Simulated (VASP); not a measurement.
# P in VASP: notebook, part 2 of 2

VASP 6.6.1. The steps go on from the part before.

### Step 4. Single point, r2SCAN (strain -0.030 along x and y, +0.000 along z)

POSCAR

```
P
1.0
    3.1852158884      0.0000000000      0.0000000000
    0.0000000000     33.8113200603      0.0000000000
    0.0000000000      0.0000000000      4.6320847100
P
4
Direct
    0.0000000000      0.9702614300      0.5921507200
    0.0000000000      0.0297385700      0.4078492800
    0.5000000000      0.0297385700      0.0921507200
    0.5000000000      0.9702614300      0.9078492800
```

INCAR.step1

```
PREC = Accurate
ENCUT = 520
ISMEAR = 0
SIGMA = 0.05
LREAL = F
LASPH = T
NELM = 100
NBANDS = 18
GGA = PE
ALGO = Normal
EDIFF = 1E-4
LWAVE = T
LCHARG = F
```

INCAR.step2

```
PREC = Accurate
ENCUT = 520
EDIFF = 1E-7
ISMEAR = 0
SIGMA = 0.05
LREAL = F
LASPH = T
NELM = 100
ALGO = Normal
ISIF = 2
LWAVE = F
LCHARG = F
METAGGA = R2SCAN
LMIXTAU = T
NBANDS = 18
ISTART = 1
```

KPOINTS

```
Automatic mesh
0
Gamma
  8 1 6
```

Potentials or basis: VASP PAW PBE potentials, release 64 (P).

Launch:

```
$ cat potpaw_PBE.64/P/POTCAR > POTCAR
$ cp INCAR.step1 INCAR
$ mpirun -np 1 vasp_std > vasp.out
$ cp INCAR.step2 INCAR
$ mpirun -np 1 vasp_std > vasp.out
```

OUTCAR:

```text
PREC = Accurate
   ENCUT = 520
   EDIFF = 1E-7
   ISMEAR = 0
   LREAL = F
   LASPH = T
   NELM = 100
   ISIF = 2
   METAGGA = R2SCAN
   ISTART = 1

 ion  position               nearest neighbor table
   1  0.000  0.970  0.592-   4 2.16   4 2.16   2 2.18
   2  0.000  0.030  0.408-   3 2.16   3 2.16   1 2.18
   3  0.500  0.030  0.092-   2 2.16   2 2.16   4 2.18
   4  0.500  0.970  0.908-   1 2.16   1 2.16   3 2.18

  LATTYP: Found a simple orthorhombic cell.
 ALAT       =     3.1852158884
[... 613 lines left out ...]

  FORCE on cell =-STRESS in cart. coord.  units (eV):
  Direction    XX          YY          ZZ          XY          YZ          ZX
  --------------------------------------------------------------------------------------
  -------------------------------------------------------------------------------------
  Total        3.9237478      2.3580306      1.4320795      0.0000000      0.0000000      0.0000000
  in kB       12.6018460      7.5732540      4.5993898      0.0000000      0.0000000      0.0000000
  external PRESSURE =       8.2581633 kB  Pullay stress =       0.0000000 kB

 VOLUME and BASIS-vectors are now :
 -----------------------------------------------------------------------------
  energy-cutoff  :      520.00
  volume of cell :      498.86
      direct lattice vectors                 reciprocal lattice vectors
     3.185215888  0.000000000  0.000000000     0.313950462  0.000000000  0.000000000
     0.000000000 33.811320060  0.000000000     0.000000000  0.029575893  0.000000000
     0.000000000  0.000000000  4.632084710     0.000000000  0.000000000  0.215885516

 POSITION                                       TOTAL-FORCE (eV/Angst)
 -----------------------------------------------------------------------------------
      0.00000     32.80582      2.74289         0.000000     -0.591486     -0.028114
      0.00000      1.00550      1.88919        -0.000000      0.591486      0.028114
      1.59261      1.00550      0.42685        -0.000000      0.591486     -0.028114
      1.59261     32.80582      4.20523        -0.000000     -0.591486      0.028114
 -----------------------------------------------------------------------------------
    total drift:                               -0.000000     -0.000000     -0.000000

  FREE ENERGIE OF THE ION-ELECTRON SYSTEM (eV)
  ---------------------------------------------------
  free  energy   TOTEN  =       -35.6954396427 eV

  energy  without entropy=      -35.6954396427  energy(sigma->0) =      -35.69543964
```

OUTCAR.step1:

```text
PREC = Accurate
   ENCUT = 520
   ISMEAR = 0
   LREAL = F
[... 646 lines left out ...]
      0.00000     32.80582      2.74289        -0.000000     -0.749896     -0.321054
      0.00000      1.00550      1.88919        -0.000000      0.749896      0.321054
      1.59261      1.00550      0.42685         0.000000      0.749896     -0.321054
      1.59261     32.80582      4.20523        -0.000000     -0.749896      0.321054
 -----------------------------------------------------------------------------------
    total drift:                               -0.000000     -0.000000     -0.000000

  FREE ENERGIE OF THE ION-ELECTRON SYSTEM (eV)
  ---------------------------------------------------
  free  energy   TOTEN  =       -21.3192548573 eV

  energy  without entropy=      -21.3192548573  energy(sigma->0) =      -21.31925486
```

OSZICAR.step1:

```text
N       E                     dE             d eps       ncg     rms          rms(c)
DAV:   1     0.140921725408E+03    0.14092E+03   -0.56062E+03   720   0.725E+02
DAV:   2    -0.344089722070E+01   -0.14436E+03   -0.13390E+03  1188   0.136E+02
DAV:   3    -0.212154325805E+02   -0.17775E+02   -0.17694E+02   964   0.573E+01
DAV:   4    -0.215877927766E+02   -0.37236E+00   -0.37107E+00  1010   0.107E+01
DAV:   5    -0.215999235506E+02   -0.12131E-01   -0.12125E-01  1102   0.186E+00    0.116E+01
DAV:   6    -0.214015257940E+02    0.19840E+00   -0.13344E-01   938   0.181E+00    0.682E+00
DAV:   7    -0.213207776916E+02    0.80748E-01   -0.22543E-01   954   0.234E+00    0.425E-01
DAV:   8    -0.213191388907E+02    0.16388E-02   -0.20231E-02   916   0.799E-01    0.210E-01
DAV:   9    -0.213189884625E+02    0.15043E-03   -0.96044E-04  1196   0.170E-01    0.154E-01
DAV:  10    -0.213186251216E+02    0.36334E-03   -0.38795E-04   904   0.984E-02    0.922E-02
DAV:  11    -0.213184766751E+02    0.14845E-03   -0.13434E-04   820   0.573E-02    0.230E-02
DAV:  12    -0.213187212046E+02   -0.24453E-03   -0.17746E-04   730   0.521E-02    0.234E-02
DAV:  13    -0.213188949088E+02   -0.17370E-03   -0.30531E-05   684   0.244E-02    0.157E-02
DAV:  14    -0.213190356470E+02   -0.14074E-03   -0.62419E-06   640   0.144E-02    0.140E-02
DAV:  15    -0.213191861161E+02   -0.15047E-03   -0.10672E-05   700   0.139E-02    0.739E-03
DAV:  16    -0.213192548573E+02   -0.68741E-04   -0.15529E-06   674   0.636E-03
   1 F= -.21319255E+02 E0= -.21319255E+02  d E =-.106983E-10
```

It took 9.7 min on 1 thread of Intel Xeon 6975P-C (Granite Rapids), shared host; peak memory 0.6 GiB.

Results:

```
Free energy            : -35.6954 eV
Largest force          : 0.592 eV/Å
Band gap on the k mesh : 1.25 eV (least direct gap 1.27 eV)
```

Forces in eV/Å, atoms in the order of the input:
```
P    0.000 -0.591 -0.028
P    0.000  0.591  0.028
P    0.000  0.591 -0.028
P    0.000 -0.591  0.028
```

Caveat: the cell differs from its parent crystal (strain -0.030 along x and y, +0.000 along z); there is no dipole correction, which matters where the two faces differ; the PAW data sets were made with another functional, which shifts forces and pressure a little.

### Step 5. Single point, r2SCAN (strain -0.015 along x and y, -0.030 along z)

POSCAR

```
P
1.0
    3.2344718042      0.0000000000      0.0000000000
    0.0000000000     34.3341755251      0.0000000000
    0.0000000000      0.0000000000      4.4931221687
P
4
Direct
    0.0000000000      0.9702614300      0.5921507200
    0.0000000000      0.0297385700      0.4078492800
    0.5000000000      0.0297385700      0.0921507200
    0.5000000000      0.9702614300      0.9078492800
```

INCAR.step1

```
PREC     = Accurate       # precision mode
ENCUT    = 520            # plane-wave cutoff, eV
ISMEAR   = 0              # smearing method
SIGMA    = 0.05           # smearing width, eV
LREAL    = False          # projectors in reciprocal space
LASPH    = True           # aspherical terms in the spheres
NELM     = 80             # most SCF steps
NBANDS   = 18             # bands
GGA      = PE             # functional
ALGO     = Normal         # electronic algorithm
EDIFF    = 1E-4           # SCF threshold, eV
LWAVE    = True           # write WAVECAR
LCHARG   = False          # write CHGCAR
```

INCAR.step2

```
PREC     = Accurate       # precision mode
ENCUT    = 520            # plane-wave cutoff, eV
EDIFF    = 1E-7           # SCF threshold, eV
ISMEAR   = 0              # smearing method
SIGMA    = 0.05           # smearing width, eV
LREAL    = False          # projectors in reciprocal space
LASPH    = True           # aspherical terms in the spheres
NELM     = 80             # most SCF steps
ALGO     = Normal         # electronic algorithm
ISIF     = 2              # what is computed and relaxed
LWAVE    = False          # write WAVECAR
LCHARG   = False          # write CHGCAR
METAGGA  = R2SCAN         # meta-GGA
LMIXTAU  = True         
NBANDS   = 18             # bands
ISTART   = 1
```

KPOINTS

```
regular mesh
0
Gamma
  8 1 6
```

Launch:

```
$ cat potpaw_PBE.64/P/POTCAR > POTCAR
$ cp INCAR.step1 INCAR
$ mpirun -np 1 vasp_std > vasp.out
$ cp INCAR.step2 INCAR
$ mpirun -np 1 vasp_std > vasp.out
```

It took 8.5 min on 1 thread of Intel Xeon 6975P-C (Granite Rapids), shared host; peak memory 0.6 GiB.

It converged, with:

```yaml
Free_energy: -35.7110 eV
Largest_force: 0.623 eV/Å
Band_gap_on_the_k_mesh: 1.00 eV
```

Forces on the atoms (eV/Å):
```
P    0.000 -0.373 -0.498
P    0.000  0.373  0.498
P    0.000  0.373 -0.498
P    0.000 -0.373  0.498
```

Levels at points of the mesh, in eV from the valence-band top:
```csv
k point,band 7,band 8,band 9,band 10,band 11,band 12,band 13,band 14
"(0.00, 0.00, 0.00)",-4.01,-2.25,-1.88,0.00,1.00,1.69,2.99,3.71
"(0.50, 0.00, 0.00)",-3.03,-3.03,-2.18,-2.18,1.49,1.49,2.47,2.47
"(0.00, 0.00, 0.50)",-3.13,-3.13,-1.45,-1.45,2.40,2.40,4.05,4.05
"(0.50, 0.00, 0.50)",-4.95,-4.95,-1.24,-1.24,2.56,2.56,4.37,4.37
```

Caveat: the cell differs from its parent crystal (strain -0.015 along x and y, -0.030 along z); there is no dipole correction, which matters where the two faces differ; the PAW data sets were made with another functional, which shifts forces and pressure a little.

### Step 6. Overview

| cell | gap on the mesh (eV) | largest force (eV/Å) |
| --- | --- | --- |
| a = 3.185, b = 33.811, c = 4.493 Å, 4 atoms | 1.04 | 0.89 |
| a = 3.185, b = 33.811, c = 4.563 Å, 4 atoms | 1.15 | 0.70 |
| a = 3.185, b = 33.811, c = 4.632 Å, 4 atoms | 1.25 | 0.59 |
| a = 3.234, b = 34.334, c = 4.493 Å, 4 atoms | 1.00 | 0.62 |

Alike in all rows: task single point; level r2SCAN; potentials or basis VASP PAW PBE potentials, release 64 (P); no spin polarisation; k mesh 8 × 1 × 6; cutoff (eV) 520; smearing gaussian 0.05 eV.

Caveats: there is no dipole correction, which matters where the two faces differ; the PAW data sets were made with another functional, which shifts forces and pressure a little.

Total energies depend on the potentials used, so only differences within one code and one set of settings carry meaning.
